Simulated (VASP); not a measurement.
# Zn in VASP: a series of runs

Runs on Zn. Level: PBE. Tasks: single point.

Program: VASP 6.6.1. These are calculated values, not measurements. Logs are shortened: lines on timing, memory, paths and dates and some standing lists are left out, and cuts for length are marked.

## 1. The cell of the first run

Symmetry: I4/mmm, No. 139, tetragonal system. Conventional cell: a = 2.778 Å, b = 2.778 Å, c = 3.654 Å, α = 90.00°, β = 90.00°, γ = 90.00°. Zn (site symmetry 4/mmm) has 12 Zn at 2.68 to 2.78 Å within 3.5 Å.

## 2. Single point, PBE (engineering shear strain xy +0.0000, normal strain along z -0.0700)

Input file INCAR:

```
PREC = Accurate
ENCUT = 520
EDIFF = 1E-6
ISMEAR = 0
SIGMA = 0.15
LREAL = F
LASPH = T
NELM = 100
ALGO = Normal
ISIF = 2
LWAVE = F
LCHARG = F
GGA = PE
NBANDS = 12
```

Input file KPOINTS:

```
Automatic mesh
0
Gamma
  20 20 20
```

Input file POSCAR:

```
Zn
1.0
    0.0000000000      1.9643393415      1.8268355876
    1.9643393415      0.0000000000      1.8268355876
    1.9643393415      1.9643393415      0.0000000000
Zn
1
Direct
    0.0000000000      0.0000000000      0.0000000000
```

Potentials or basis: VASP PAW PBE potentials, release 64 (Zn).

Launch:

```sh
cat potpaw_PBE.64/Zn/POTCAR > POTCAR
mpirun -np 1 vasp_std > vasp.out
```

OUTCAR:

```text
PREC = Accurate
   ENCUT = 520
   EDIFF = 1E-6
   ISMEAR = 0
   LREAL = F
   LASPH = T
   NELM = 100
   ISIF = 2
   GGA = PE

 ion  position               nearest neighbor table
   1  0.000  0.000  0.000-

  LATTYP: Found a body centered tetragonal cell.
 ALAT       =     2.7779953379
 C/A-ratio  =     1.3152186130

  Lattice vectors:

 A1 = (   0.0000000000,  -1.9643393415,  -1.8268355876)
 A2 = (   0.0000000000,   1.9643393415,  -1.8268355876)
 A3 = (   1.9643393415,   0.0000000000,   1.8268355876)

Analysis of symmetry for initial positions (statically):
=====================================================================
 Subroutine PRICEL returns:
 Original cell was already a primitive cell.

 Routine SETGRP: Setting up the symmetry group for a
 body centered tetragonal supercell.

 Subroutine GETGRP returns: Found 16 space group operations
 (whereof 16 operations were pure point group operations)
 out of a pool of 16 trial point group operations.

The static configuration has the point symmetry D_4h.

Analysis of symmetry for dynamics (positions and initial velocities):
=====================================================================
 Subroutine PRICEL returns:
 Original cell was already a primitive cell.

 Routine SETGRP: Setting up the symmetry group for a
 body centered tetragonal supercell.

 Subroutine GETGRP returns: Found 16 space group operations
 (whereof 16 operations were pure point group operations)
 out of a pool of 16 trial point group operations.

The dynamic configuration has the point symmetry D_4h.

 Subroutine INISYM returns: Found 16 space group operations
 (whereof 16 operations are pure point group operations),
 and found     1 'primitive' translations

----------------------------------------------------------------------------------------

                                     Primitive cell

  volume of cell :      14.0982

  direct lattice vectors                    reciprocal lattice vectors
     0.000000000  1.964339341  1.826835588    -0.254538505  0.254538505  0.273697318
     1.964339341  0.000000000  1.826835588     0.254538505 -0.254538505  0.273697318
     1.964339341  1.964339341  0.000000000     0.254538505  0.254538505 -0.273697318

  length of vectors
     2.682528157  2.682528157  2.777995338     0.452205620  0.452205620  0.452205620

  position of ions in fractional coordinates (direct lattice)
     0.000000000  0.000000000  0.000000000
[... 76 lines left out ...]
   EDIFF  = 0.1E-05   stopping-criterion for ELM
   LREAL  =      F    real-space projection
   EDIFFG = 0.1E-04   stopping-criterion for IOM
   NSW    =      0    number of steps for IOM
   IBRION =     -1    ionic relax: 0-MD 1-quasi-New 2-CG
   NFREE  =      0    steps in history (QN), initial steepest desc. (CG)
   ISIF   =      2    stress and relaxation
   ISYM   =      2    0-nonsym 1-usesym 2-fastsym
   POTIM  = 0.5000    time-step for ionic-motion
   TEBEG  =    0.0;   TEEND  =   0.0 temperature during run
   PSTRESS=    0.0 pullay stress
   NELECT =      12.0000    total number of electrons
   NUPDOWN=      -1.0000    fix difference up-down
   EMIN   =  10.00;   EMAX   =-10.00  energy-range for DOS
   EFERMI =   0.00;   METHOD = LEGACY
   ISMEAR =     0;   SIGMA  =   0.15  broadening in eV -4-tet -1-fermi 0-gaus
   EFERMI_NEDOS =   21; number of points for ismear=-14 and -15
   IALGO  =     38    algorithm
   IMIX   =      4    mixing-type and parameters
     AMIX     =   0.40;   BMIX     =  1.00
     AMIX_MAG =   1.60;   BMIX_MAG =  1.00
  volume/ion in A,a.u.               =      14.10        95.14
  Fermi-wavevector in a.u.,A,eV,Ry     =   1.551486  2.931883 32.750687  2.407108
  Thomas-Fermi vector in A             =   2.655998
   LORBIT       =      0    0 simple, 1 ext, 2 COOP (PROOUT), +10 PAW based schemes
   GGA     = PE    functional components
   LHFCALC =     F    Hartree Fock is set to
   AEXX    =    0.0000 exact exchange contribution
   IVDW    =     0    specifies the selected vdW correction
   LEPSILON=     F    determine dielectric tensor
   LRPA    =     F    only Hartree local field effects (RPA)
 non-spin polarized calculation
 Gauss-broadening in eV      SIGMA  =   0.15
  energy-cutoff  :      520.00
  volume of cell :       14.10
 maximum number of plane-waves:       402
   NGX =  9   NGY =  9   NGZ = 11

 number of electron      12.0000008 magnetization

 Free energy of the ion-electron system (eV)
  ---------------------------------------------------
  ext. energy  EPLUGINS =         0.00000000
  ---------------------------------------------------
  free energy    TOTEN  =        -1.05709919 eV

  energy without entropy =       -1.05352730  energy(sigma->0) =       -1.05531325

 E-fermi :   3.6490     XC(G=0): -11.9661

 val. band max:        3.6341168323   @ k =  -0.4000   0.2500   0.1500
 cond. band min:       3.6570884967   @ k =  -0.4500   0.4500   0.0000
 fundamental gap:      0.0229716644
 Fermi energy:         3.6490218832

 k-point     1 :       0.0000    0.0000    0.0000
  band No.  band energies     occupation
      1      -7.3316      2.00000
      2      -4.2620      2.00000
      3      -4.2620      2.00000
      4      -4.0628      2.00000
      5      -3.8619      2.00000
      6      -3.6839      2.00000
      7      22.8715      0.00000
      8      23.0676      0.00000
      9      23.0676      0.00000
     10      23.1672      0.00000
     11      25.6729      0.00000
     12      25.6729      0.00000
[... 331 lines left out ...]
 k-point    24 :      -0.3500    0.0500    0.0000
  band No.  band energies     occupation
      1      -5.0442      2.00000
      2      -4.2457      2.00000
      3      -4.0832      2.00000
      4      -3.6031      2.00000
      5      -3.5590      2.00000
      6      -2.3606      2.00000
      7       6.5614      0.00000
      8      19.3854      0.00000
      9      19.5875      0.00000
     10      21.1541      0.00000
     11      23.0069      0.00000
     12      24.8114      0.00000

 [... further k-points ...]
[... 5 lines left out ...]
  --------------------------------------------------------------------------------------
  -------------------------------------------------------------------------------------
  Total        0.5029369      0.5029369      0.7884206      0.0000000      0.0000000      0.0000000
  in kB       57.1559706     57.1559706     89.5995994      0.0000000      0.0000000      0.0000000
  external PRESSURE =      67.9705135 kB  Pullay stress =       0.0000000 kB

 VOLUME and BASIS-vectors are now :
 -----------------------------------------------------------------------------
  energy-cutoff  :      520.00
  volume of cell :       14.10
      direct lattice vectors                 reciprocal lattice vectors
     0.000000000  1.964339341  1.826835588    -0.254538505  0.254538505  0.273697318
     1.964339341  0.000000000  1.826835588     0.254538505 -0.254538505  0.273697318
     1.964339341  1.964339341  0.000000000     0.254538505  0.254538505 -0.273697318

 POSITION                                       TOTAL-FORCE (eV/Angst)
 -----------------------------------------------------------------------------------
      0.00000      0.00000      0.00000         0.000000     -0.000000      0.000000
 -----------------------------------------------------------------------------------
    total drift:                                0.000000     -0.000000      0.000000

  FREE ENERGIE OF THE ION-ELECTRON SYSTEM (eV)
  ---------------------------------------------------
  free  energy   TOTEN  =        -1.0570991899 eV

  energy  without entropy=       -1.0535273027  energy(sigma->0) =       -1.05531325
```

OSZICAR:

```text
N       E                     dE             d eps       ncg     rms          rms(c)
DAV:   1     0.422610392012E+02    0.42261E+02   -0.65718E+03 15988   0.162E+03
DAV:   2     0.248778957816E-01   -0.42236E+02   -0.39716E+02 15908   0.217E+02
DAV:   3    -0.117363181733E+01   -0.11985E+01   -0.11962E+01 17836   0.361E+01
DAV:   4    -0.117618513363E+01   -0.25533E-02   -0.25532E-02 16980   0.158E+00
DAV:   5    -0.117618687324E+01   -0.17396E-05   -0.17395E-05 17716   0.404E-02    0.334E+00
DAV:   6    -0.106603715369E+01    0.11015E+00   -0.58896E-01 18368   0.156E+01    0.245E+00
DAV:   7    -0.105980462011E+01    0.62325E-02   -0.10981E-02 16748   0.207E+00    0.124E+00
DAV:   8    -0.105709672312E+01    0.27079E-02   -0.11626E-03 18616   0.508E-01    0.329E-02
DAV:   9    -0.105709997398E+01   -0.32509E-05   -0.10444E-04 21604   0.151E-01    0.245E-02
DAV:  10    -0.105709918995E+01    0.78403E-06   -0.79742E-06 16160   0.464E-02
   1 F= -.10570992E+01 E0= -.10553132E+01  d E =-.357189E-02
```

It took 31 s on 1 thread of Intel Xeon 6975P-C (Granite Rapids), shared host; peak memory 0.21 GiB.

Results:

- Free energy: -1.0571 eV
- Pressure: 6.8 GPa
- Band gap on the k mesh: zero (bands 6 and 7 overlap by 3.48 eV)

Stress tensor (GPa, compression positive):
```
5.72 0.00 0.00
0.00 5.72 0.00
0.00 0.00 8.96
```

Caveat: the cell differs from its parent crystal (engineering shear strain xy +0.0000, normal strain along z -0.0700); the cell stands under pressure.

## 3. Single point, PBE (engineering shear strain xy +0.0000, normal strain along z -0.0467)

Input file INCAR:

```
SYSTEM = Zn
PREC = Accurate ; ENCUT = 520
EDIFF = 1E-7 ; ISMEAR = 0
SIGMA = 0.15 ; LREAL = .False.
LASPH = .True. ; NELM = 80
ALGO = Fast ; ISIF = 2
LWAVE = .False. ; LCHARG = .False.
GGA = PE ; NBANDS = 12
```

Input file KPOINTS:

```
Automatic mesh
0
Gamma
  20 20 20
  0 0 0
```

Input file POSCAR:

```
Zn
1.0
    0.0000000000      1.9643393415      1.8726046943
    1.9643393415      0.0000000000      1.8726046943
    1.9643393415      1.9643393415      0.0000000000
Zn
1
Direct
    0.0000000000      0.0000000000      0.0000000000
```

Potentials or basis: VASP PAW PBE potentials, release 64 (Zn).

Launch:

```sh
cat potpaw_PBE.64/Zn/POTCAR > POTCAR
mpirun -np 1 vasp_std > vasp.out
```

It took 38 s on 1 thread of Intel Xeon 6975P-C (Granite Rapids), shared host; peak memory 0.21 GiB.

It converged, with:

```yaml
Free_energy: -1.0734 eV
Pressure: 4.2 GPa
Band_gap_on_the_k_mesh: zero (bands 6 and 7 overlap by 3.53 eV)
```

Stress tensor (GPa, compression positive):
```
3.36 0.00 0.00
0.00 3.36 0.00
0.00 0.00 6.02
```

Levels at points of the mesh, in eV from the Fermi level:
```csv
k point,band 4,band 5,band 6,band 7,band 8,band 9
"(0.00, 0.00, 0.00)",-7.69,-7.42,-7.31,18.86,19.00,19.00
"(0.50, 0.00, 0.00)",-7.08,-7.03,-3.13,-1.31,15.13,16.04
"(0.50, 0.50, 0.00)",-6.97,-6.97,-0.57,2.71,8.00,8.00
"(0.50, 0.00, 0.50)",-7.02,-6.94,-1.41,1.49,8.88,9.14
```

Caveat: the cell differs from its parent crystal (engineering shear strain xy +0.0000, normal strain along z -0.0467); the cell stands under pressure.

## 4. Single point, PBE (engineering shear strain xy -0.0467, normal strain along z -0.0700)

Input file INCAR:

```
  PREC = Accurate
  ENCUT = 520
  EDIFF = 1E-6
  ISMEAR = 0
  SIGMA = 0.15
  LREAL = False
  LASPH = True
  NELM = 80
  ALGO = Fast
  ISIF = 2
  LWAVE = False
  LCHARG = False
  GGA = PE
  NBANDS = 12
```

Input file KPOINTS:

```
Automatic mesh
0
Gamma
  20 20 20
```

Input file POSCAR:

```
Zn
1.0
   -0.0458673236      1.9643393415      1.8268355876
    1.9643393415     -0.0458673236      1.8268355876
    1.9184720179      1.9184720179      0.0000000000
Zn
1
Direct
    0.0000000000      0.0000000000      0.0000000000
```

Launch:

```sh
cat potpaw_PBE.64/Zn/POTCAR > POTCAR
mpirun -np 1 vasp_std > vasp.out
```

Run time: 61 s. Hardware: 1 thread of Intel Xeon 6975P-C (Granite Rapids), shared host; peak memory 0.28 GiB.

It converged, with:

| Quantity | Value |
| --- | --- |
| Free energy | -1.0589 eV |
| Pressure | 6.8 GPa |
| Band gap on the k mesh | zero (bands 6 and 7 overlap by 3.61 eV) |

Stress tensor (GPa, compression positive):
```
 5.69 -0.78  0.00
-0.78  5.69  0.00
 0.00  0.00  8.95
```

Levels at points of the mesh, in eV from the Fermi level:
```tsv
k point	band 3	band 4	band 5	band 6	band 7	band 8	band 9	band 10
(0.00, 0.00, 0.00)	-7.86	-7.75	-7.53	-7.35	18.46	18.48	20.28	20.41
(0.50, 0.00, 0.00)	-7.82	-7.20	-7.06	-3.40	-1.57	15.80	16.84	18.89
(0.50, 0.50, 0.00)	-7.12	-7.03	-7.02	-0.32	3.24	6.87	8.73	11.23
(0.00, 0.00, 0.50)	-7.73	-7.11	-7.08	-3.09	-0.95	14.43	15.45	18.20
(0.50, 0.00, 0.50)	-7.16	-7.07	-6.98	-1.63	1.39	9.18	9.54	13.03
```

Caveat: the cell differs from its parent crystal (engineering shear strain xy -0.0467, normal strain along z -0.0700); the cell stands under pressure.

## 5. Summary

| cell | gap on the mesh (eV) | pressure (GPa) |
| --- | --- | --- |
| a = 2.683, b = 2.683, c = 2.778 Å, angles 58.8, 58.8, 62.4°, 1 atom | none | 6.8 |
| a = 2.714, b = 2.714, c = 2.778 Å, angles 59.2, 59.2, 61.6°, 1 atom | none | 4.2 |
| a = 2.683, b = 2.683, c = 2.713 Å, angles 59.6, 59.6, 64.0°, 1 atom | none | 6.8 |

Alike in all rows: task single point; level PBE; potentials or basis VASP PAW PBE potentials, release 64 (Zn); no spin polarisation; k mesh 20 × 20 × 20; cutoff (eV) 520; smearing gaussian 0.15 eV.

Caveats: the cell stands under pressure.

Absolute energies hang on the potentials; compare differences alone.
